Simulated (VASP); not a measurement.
Set up this calculation in VASP 6.6.1, as the native input.

```
Task                   : single point
Functional             : PBEsol
Potentials or basis    : VASP PAW PBE potentials, release 64 (Cu, O)
Cutoff                 : 520 eV
k mesh                 : 7 × 7 × 4
Occupations            : fermi-dirac, width 0.05 eV
Spin                   : no spin polarisation
Dipole correction      : no
Further INCAR settings : ALGO = Normal; EDIFF = 1e-06; NBANDS = 25
```

The structure of CuO lies in POSCAR:

```
CuO
1.0
    2.8933888062     -0.0160835517     -0.0042843458
    0.0231788914      2.8933440173     -0.0042688155
    0.0097816841      0.0096628063      5.0944025700
Cu O
2 2
Direct
    0.0000000000      0.5000000000      0.0000000000
    0.5000000000      0.0000000000      0.5000000000
    0.9998279426      0.0001763378      0.7499998506
    0.0001720574      0.9998236622      0.2500001494
```

These files were run (other wordings do the same):

INCAR

```
SYSTEM = CuO
PREC = Accurate
ENCUT = 520
EDIFF = 1E-6
ISMEAR = -1
SIGMA = 0.05
LREAL = .FALSE.
LASPH = .TRUE.
NELM = 60
ALGO = Normal
ISIF = 2
LWAVE = .FALSE.
LCHARG = .FALSE.
GGA = PS
NBANDS = 25
```

KPOINTS

```
regular mesh
0
G
  7 7 4
  0 0 0
```

Potentials or basis: VASP PAW PBE potentials, release 64 (Cu, O).

Run with:

```console
$ cat potpaw_PBE.64/Cu/POTCAR potpaw_PBE.64/O/POTCAR > POTCAR
$ mpirun -np 1 vasp_std > vasp.out
```

It gave:

The pressure is 0.7 GPa. The band gap on the k mesh is zero (bands 17 and 18 overlap by 1.18 eV).

Caveat: the PAW data sets were made with another functional, which shifts forces and pressure a little; semilocal functionals often make such compounds metallic where correlation or magnetic order opens a gap, which also shifts bond lengths.

Run time: 81 s on 1 thread of Intel Xeon 8259CL, with other jobs on the host, peak memory 0.19 GiB.
